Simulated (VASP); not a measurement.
# TiSi2 (P-1) in VASP: electric field gradients with PBE

Aim: the electric field gradients of TiSi2 with PBE.

Program: VASP 6.6.1. These are calculated values, not measurements. Logs are shortened: lines on timing, memory, paths and dates and some standing lists are left out, and cuts for length are marked.

### 1 The cell of the first run

The typed cell holds 6 atoms: a = 5.839 Å, b = 4.823 Å, c = 4.699 Å, α = 78.34°, β = 54.71°, γ = 52.73°.

### 2 Electric field gradients, PBE (equal xy, yz and zx shear strains of -3 %)

File INCAR:

```
PREC = Accurate
ENCUT = 520
EDIFF = 1E-8
ISMEAR = -1
SIGMA = 0.08
LREAL = False
LASPH = True
NELM = 100
ALGO = Normal
ISIF = 2
LWAVE = False
LCHARG = False
GGA = PE
LEFG = True
NBANDS = 29
```

File KPOINTS:

```
regular mesh
0
Gamma
  8 8 8
```

File POSCAR:

```
TiSi2
1.0
   -0.1256925000      4.0540775000      4.1997300000
    2.3225775000     -0.0997200000      4.2257025000
    2.3247300000      4.0822025000     -0.0975675000
Ti Si
2 4
Direct
    0.7500000000      0.7500000000      0.7500000000
    0.5000000000      0.5000000000      0.5000000000
    0.0830000000      0.4170000000      0.0830000000
    0.4170000000      0.0830000000      0.4170000000
    0.1670000000      0.8330000000      0.1670000000
    0.8330000000      0.1670000000      0.8330000000
```

Potentials or basis: VASP PAW PBE potentials, release 64 (Ti_sv, Si).

Command:

```console
cat potpaw_PBE.64/Ti_sv/POTCAR potpaw_PBE.64/Si/POTCAR > POTCAR
mpirun -np 1 vasp_std > vasp.out
```

OUTCAR:

```text
PREC = Accurate
   ENCUT = 520
   EDIFF = 1E-8
   ISMEAR = -1
   LREAL = False
   LASPH = True
   NELM = 100
   ISIF = 2
   GGA = PE

 ion  position               nearest neighbor table
   1  0.750  0.750  0.750-   6 2.48   6 2.53   5 2.56   5 2.57   3 2.72   4 2.72   4 2.74   3 2.74
                             3 2.79   4 2.79
   2  0.500  0.500  0.500-   4 2.48   4 2.53   3 2.56   3 2.57   5 2.72   6 2.72   6 2.74   5 2.74
                             5 2.79   6 2.79
   3  0.083  0.417  0.083-   5 2.48   5 2.54   2 2.56   2 2.57   4 2.72   1 2.72   1 2.74   4 2.75
                             4 2.79   1 2.79   6 3.11
   4  0.417  0.083  0.417-   2 2.48   2 2.53   6 2.56   6 2.58   3 2.72   1 2.72   1 2.74   3 2.75
                             3 2.79   1 2.79   5 3.11
   5  0.167  0.833  0.167-   3 2.48   3 2.54   1 2.56   1 2.57   6 2.72   2 2.72   2 2.74   6 2.75
                             6 2.79   2 2.79   4 3.11
   6  0.833  0.167  0.833-   1 2.48   1 2.53   4 2.56   4 2.58   5 2.72   2 2.72   2 2.74   5 2.75
                             5 2.79   2 2.79   3 3.11

  Warning from LATTYP: Got some problem with cell dimensions!
  Tried to take original basis but could not verify dimensions!
  LATTYP: Found a triclinic cell.
 ALAT       =     5.8385850215
 B/A-ratio  =     1.9520314566
 C/A-ratio  =     0.8472825309
 COS(alpha) =     0.0001647872
 COS(beta)  =     0.6315624728
 COS(gamma) =     0.7325467649

  Lattice vectors:

 A1 = (   0.1256925000,  -4.0540775000,  -4.1997300000)
 A2 = (  -6.9720375000,  -8.0646850000,  -4.0305675000)
 A3 = (   2.4504225000,   0.0281250000,  -4.2972975000)

Analysis of symmetry for initial positions (statically):
=====================================================================
 Subroutine PRICEL returns:
 Original cell was already a primitive cell.

 Routine SETGRP: Setting up the symmetry group for a
 triclinic supercell.

 Subroutine GETGRP returns: Found  2 space group operations
 (whereof  1 operations were pure point group operations)
 out of a pool of  2 trial point group operations.

The static configuration has the point symmetry C_1 .
 The point group associated with its full space group is S_2 .

Analysis of symmetry for dynamics (positions and initial velocities):
=====================================================================
 Subroutine PRICEL returns:
 Original cell was already a primitive cell.

 Routine SETGRP: Setting up the symmetry group for a
 triclinic supercell.

 Subroutine GETGRP returns: Found  2 space group operations
 (whereof  1 operations were pure point group operations)
 out of a pool of  2 trial point group operations.

The dynamic configuration has the point symmetry C_1 .
 The point group associated with its full space group is S_2 .

 Subroutine INISYM returns: Found  2 space group operations
 (whereof  1 operations are pure point group operations),
 and found     1 'primitive' translations

----------------------------------------------------------------------------------------

                                     Primitive cell

  volume of cell :      83.7036

  direct lattice vectors                    reciprocal lattice vectors
    -0.125692500  4.054077500  4.199730000    -0.205970183  0.120069227  0.116041064
     2.322577500 -0.099720000  4.225702500     0.209545306 -0.116494104  0.118725347
     2.324730000  4.082202500 -0.097567500     0.209669888  0.122878092 -0.112341359

  length of vectors
     5.838585022  4.822952616  4.698751562     0.265152530  0.267536576  0.267733204

  position of ions in fractional coordinates (direct lattice)
     0.750000000  0.750000000  0.750000000
     0.500000000  0.500000000  0.500000000
     0.083000000  0.417000000  0.083000000
     0.417000000  0.083000000  0.417000000
     0.167000000  0.833000000  0.167000000
     0.833000000  0.167000000  0.833000000

  ion indices of the primitive-cell ions
   primitive index   ion index
                 1           1
                 2           2
                 3           3
                 4           4
                 5           5
                 6           6

----------------------------------------------------------------------------------------

 KPOINTS: regular mesh

Automatic generation of k-mesh.
 Grid dimensions read from file:
 generate k-points for:    8    8    8

 Generating k-lattice:

  Cartesian coordinates                     Fractional coordinates (reciprocal lattice)
    -0.025746273  0.015008653  0.014505133     0.125000000  0.000000000 -0.000000000
     0.026193163 -0.014561763  0.014840668     0.000000000  0.125000000  0.000000000
     0.026208736  0.015359762 -0.014042670     0.000000000 -0.000000000  0.125000000

  Length of vectors
     0.033144066  0.033442072  0.033466651

  Shift w.r.t. Gamma in fractional coordinates (k-lattice)
     0.000000000  0.000000000  0.000000000

 Subroutine IBZKPT returns following result:
 ===========================================

 Found    260 irreducible k-points:

 Following reciprocal coordinates:
            Coordinates               Weight
  0.000000  0.000000  0.000000      1.000000
  0.125000  0.000000  0.000000      2.000000
  0.250000  0.000000  0.000000      2.000000
  0.375000  0.000000 -0.000000      2.000000
  0.500000  0.000000  0.000000      1.000000
  0.000000  0.125000 -0.000000      2.000000
[... 16 lines left out ...]
  0.125000  0.375000 -0.000000      2.000000
  0.250000  0.375000 -0.000000      2.000000
 [... further k-points ...]
   k-points           NKPTS =    260   k-points in BZ     NKDIM =    260   number of bands    NBANDS=     29
   number of dos      NEDOS =    301   number of ions     NIONS =      6
   total plane-waves  NPLWV =  62208
   dimension x,y,z NGX =    48 NGY =   36 NGZ =   36
   dimension x,y,z NGXF=    96 NGYF=   72 NGZF=   72
   ions per type =               2   4
   NGX,Y,Z   is equivalent  to a cutoff of  13.67, 12.41, 12.74 a.u.
   NGXF,Y,Z  is equivalent  to a cutoff of  27.33, 24.82, 25.47 a.u.
 SYSTEM =  unknown system
   PREC   = accura    normal or accurate (medium, high low for compatibility)
   ISTART =      0    job   : 0-new  1-cont  2-samecut
   ICHARG =      2    charge: 1-file 2-atom 10-const
   ISPIN  =      1    spin polarized calculation?
   LNONCOLLINEAR =      F non collinear calculations
   LSORBIT =      F    spin-orbit coupling
   LASPH  =      T    aspherical Exc in radial PAW
   ENCUT  =  520.0 eV  38.22 Ry    6.18 a.u.  10.86  8.97  8.74*2*pi/ulx,y,z
   NELM   =    100;   NELMIN=  2; NELMDL= -5     # of ELM steps
   EDIFF  = 0.1E-07   stopping-criterion for ELM
   LREAL  =      F    real-space projection
   EDIFFG = 0.1E-06   stopping-criterion for IOM
   NSW    =      0    number of steps for IOM
   IBRION =     -1    ionic relax: 0-MD 1-quasi-New 2-CG
   NFREE  =      0    steps in history (QN), initial steepest desc. (CG)
   ISIF   =      2    stress and relaxation
   ISYM   =      2    0-nonsym 1-usesym 2-fastsym
   POTIM  = 0.5000    time-step for ionic-motion
   TEBEG  =    0.0;   TEEND  =   0.0 temperature during run
   PSTRESS=    0.0 pullay stress
   NELECT =      40.0000    total number of electrons
   NUPDOWN=      -1.0000    fix difference up-down
   EMIN   =  10.00;   EMAX   =-10.00  energy-range for DOS
   EFERMI =   0.00;   METHOD = LEGACY
   ISMEAR =    -1;   SIGMA  =   0.08  broadening in eV -4-tet -1-fermi 0-gaus
   EFERMI_NEDOS =   21; number of points for ismear=-14 and -15
   IALGO  =     38    algorithm
   IMIX   =      4    mixing-type and parameters
     AMIX     =   0.40;   BMIX     =  1.00
     AMIX_MAG =   1.60;   BMIX_MAG =  1.00
  volume/ion in A,a.u.               =      13.95        94.14
  Fermi-wavevector in a.u.,A,eV,Ry     =   1.279912  2.418683 22.288722  1.638175
  Thomas-Fermi vector in A             =   2.412370
   LORBIT       =      0    0 simple, 1 ext, 2 COOP (PROOUT), +10 PAW based schemes
   GGA     = PE    functional components
   LHFCALC =     F    Hartree Fock is set to
   AEXX    =    0.0000 exact exchange contribution
   IVDW    =     0    specifies the selected vdW correction
   LEPSILON=     F    determine dielectric tensor
   LRPA    =     F    only Hartree local field effects (RPA)
 non-spin polarized calculation
  energy-cutoff  :      520.00
  volume of cell :       83.70
 maximum number of plane-waves:      2274
 NGX is ok and might be reduce to    48
   NGX = 21   NGY = 17   NGZ = 17

 number of electron      40.0000002 magnetization

 Free energy of the ion-electron system (eV)
  ---------------------------------------------------
  ext. energy  EPLUGINS =         0.00000000
  ---------------------------------------------------
  free energy    TOTEN  =       -40.61460149 eV

  energy without entropy =      -40.57077993  energy(sigma->0) =      -40.59269071

 E-fermi :  10.2380     XC(G=0): -11.7456

 val. band max:       10.2332785404   @ k =   0.1250   0.3750   0.5000
 cond. band min:      10.2386809880   @ k =  -0.1250   0.3750   0.1250
 fundamental gap:      0.0054024477
 Fermi energy:        10.2379789082

 k-point     1 :       0.0000    0.0000    0.0000
  band No.  band energies     occupation
      1     -46.0244      2.00000
      2     -45.9950      2.00000
      3     -22.4147      2.00000
      4     -22.3964      2.00000
      5     -22.3183      2.00000
      6     -22.3113      2.00000
[... 21 lines left out ...]
     28      13.9233      0.00000
     29      14.1429      0.00000

 k-point     2 :       0.1250    0.0000    0.0000
  band No.  band energies     occupation
      1     -46.0235      2.00000
      2     -45.9958      2.00000
      3     -22.4134      2.00000
      4     -22.3963      2.00000
      5     -22.3223      2.00000
      6     -22.3108      2.00000
[... 696 lines left out ...]
 k-point    24 :       0.2500    0.3750   -0.0000
  band No.  band energies     occupation
      1     -46.0178      2.00000
      2     -46.0014      2.00000
      3     -22.4005      2.00000
      4     -22.3800      2.00000
      5     -22.3536      2.00000
      6     -22.3186      2.00000
[... 21 lines left out ...]
     28      14.3104      0.00000
     29      14.4149      0.00000

 [... further k-points ...]
[... 5 lines left out ...]
  --------------------------------------------------------------------------------------
  -------------------------------------------------------------------------------------
  Total        1.7604882      1.0569082      1.3863957      2.0821952      1.5087886      2.4914286
  in kB       33.6976499     20.2303665     26.5371151     39.8554692     28.8798475     47.6886401
  external PRESSURE =      26.8217105 kB  Pullay stress =       0.0000000 kB

 VOLUME and BASIS-vectors are now :
 -----------------------------------------------------------------------------
  energy-cutoff  :      520.00
  volume of cell :       83.70
      direct lattice vectors                 reciprocal lattice vectors
    -0.125692500  4.054077500  4.199730000    -0.205970183  0.120069227  0.116041064
     2.322577500 -0.099720000  4.225702500     0.209545306 -0.116494104  0.118725347
     2.324730000  4.082202500 -0.097567500     0.209669888  0.122878092 -0.112341359

 POSITION                                       TOTAL-FORCE (eV/Angst)
 -----------------------------------------------------------------------------------
      3.39121      6.02742      6.24590        -0.201496     -0.207350     -0.208000
      2.26081      4.01828      4.16393         0.201496      0.207350      0.208000
      1.15103      0.63373      2.10260        -0.081823      0.107274     -0.009245
      1.10977      3.38455      2.06134        -0.091326     -0.294172     -0.204008
      2.30195      1.27569      4.20507         0.081823     -0.107274      0.009245
      2.21967      6.76087      4.12279         0.091326      0.294172      0.204008
 -----------------------------------------------------------------------------------
    total drift:                               -0.000000     -0.000000      0.000000

  FREE ENERGIE OF THE ION-ELECTRON SYSTEM (eV)
  ---------------------------------------------------
  free  energy   TOTEN  =       -40.6146014925 eV

  energy  without entropy=      -40.5707799286  energy(sigma->0) =      -40.59269071

 Electric field gradients (V/A^2)
---------------------------------------------------------------------
 ion       V_xx      V_yy      V_zz      V_xy      V_xz      V_yz
---------------------------------------------------------------------
   1      -2.667    10.722    -8.055    -7.556    -8.161    -5.088
   2      -2.667    10.722    -8.055    -7.556    -8.161    -5.088
   3       0.250    12.278   -12.528    -3.827    23.533    -1.047
   4       2.425    14.041   -16.466    -2.613   -30.967    -1.215
   5       0.250    12.278   -12.528    -3.827    23.533    -1.047
   6       2.425    14.041   -16.466    -2.613   -30.967    -1.215
---------------------------------------------------------------------

 Electric field gradients after diagonalization (V/A^2)
 (convention: |V_zz| > |V_xx| > |V_yy|)
----------------------------------------------------------------------
 ion       V_xx      V_yy      V_zz     asymmetry (V_yy - V_xx)/ V_zz
----------------------------------------------------------------------
   1      14.216     2.457   -16.673       0.705
   2      14.216     2.457   -16.673       0.705
   3      20.005    10.571   -30.576       0.309
   4      25.521    13.994   -39.515       0.292
   5      20.005    10.571   -30.576       0.309
   6      25.521    13.994   -39.515       0.292
----------------------------------------------------------------------

           NMR quadrupolar parameters

 Cq : quadrupolar parameter    Cq=e*Q*V_zz/h
 eta: asymmetry parameters     (V_yy - V_xx)/ V_zz
 Q  : nuclear electric quadrupole moment in mb (millibarn)
----------------------------------------------------------------------
 ion       Cq(MHz)       eta       Q (mb)
----------------------------------------------------------------------
   1      -0.040       0.705       1.000
   2      -0.040       0.705       1.000
   3      -0.074       0.309       1.000
   4      -0.096       0.292       1.000
   5      -0.074       0.309       1.000
   6      -0.096       0.292       1.000
----------------------------------------------------------------------
```

Wall time 16 min (1 thread of Intel Xeon Platinum 8259CL at 2.50GHz (Skylake/Cascade Lake), shared host); peak memory 0.61 GiB.

Results:

| Item | Value |
| --- | --- |
| Free energy | -40.6146 eV |
| Pressure | 2.7 GPa |
| Largest force | 0.369 eV/Å |
| Band gap on the k mesh | zero (bands 20 and 21 overlap by 1.77 eV) |
| Largest electric field gradient by atom | Ti -16.7; Si -30.6, -39.5 (each value once) V/Å² |

Forces in eV/Å, atoms in the order of the input:
```
Ti  -0.201 -0.207 -0.208
Ti   0.201  0.207  0.208
Si  -0.082  0.107 -0.009
Si  -0.091 -0.294 -0.204
Si   0.082 -0.107  0.009
Si   0.091  0.294  0.204
```

Levels at points of the mesh, in eV from the Fermi level:
| k point | band 16 | band 17 | band 18 | band 19 | band 20 | band 21 | band 22 | band 23 | band 24 | band 25 |
| --- | --- | --- | --- | --- | --- | --- | --- | --- | --- | --- |
| (0.00, 0.00, 0.00) | -2.69 | -2.32 | -1.92 | -1.69 | -1.44 | -0.93 | 2.00 | 3.10 | 3.20 | 3.37 |
| (0.50, 0.00, 0.00) | -2.07 | -1.94 | -1.14 | -0.15 | 0.03 | 0.98 | 1.29 | 1.50 | 2.04 | 2.52 |
| (0.00, 0.50, 0.00) | -2.66 | -2.04 | -1.24 | -0.03 | 0.17 | 1.01 | 1.39 | 1.96 | 2.27 | 2.62 |
| (0.50, 0.50, 0.00) | -3.00 | -1.73 | -1.50 | -1.09 | -1.00 | 0.80 | 0.82 | 3.07 | 3.28 | 3.33 |
| (0.00, 0.00, 0.50) | -2.69 | -2.10 | -1.00 | 0.06 | 0.16 | 0.95 | 1.27 | 1.85 | 2.16 | 2.63 |
| (0.50, 0.00, 0.50) | -2.50 | -2.49 | -2.18 | -0.92 | -0.79 | 1.23 | 1.27 | 3.17 | 3.23 | 3.35 |
| (0.00, 0.50, 0.50) | -1.40 | -1.23 | -1.17 | -0.64 | -0.62 | 0.86 | 0.98 | 2.18 | 2.34 | 2.97 |
| (0.50, 0.50, 0.50) | -2.52 | -1.91 | -0.96 | -0.16 | 0.21 | 1.19 | 1.45 | 1.67 | 2.42 | 2.67 |

Electric field gradients, principal values (V/Å²):
| atom | least | middle | greatest (by size) |
| --- | --- | --- | --- |
| 1 Ti | 2.457 | 14.216 | -16.673 |
| 2 Ti | 2.457 | 14.216 | -16.673 |
| 3 Si | 10.571 | 20.005 | -30.576 |
| 4 Si | 13.994 | 25.521 | -39.515 |
| 5 Si | 10.571 | 20.005 | -30.576 |
| 6 Si | 13.994 | 25.521 | -39.515 |

Caveat: the cell differs from its parent crystal (equal xy, yz and zx shear strains of -3 %); without QUAD_EFG the Cq values of the log hold for a quadrupole moment of 1 mb, not for the nuclei.
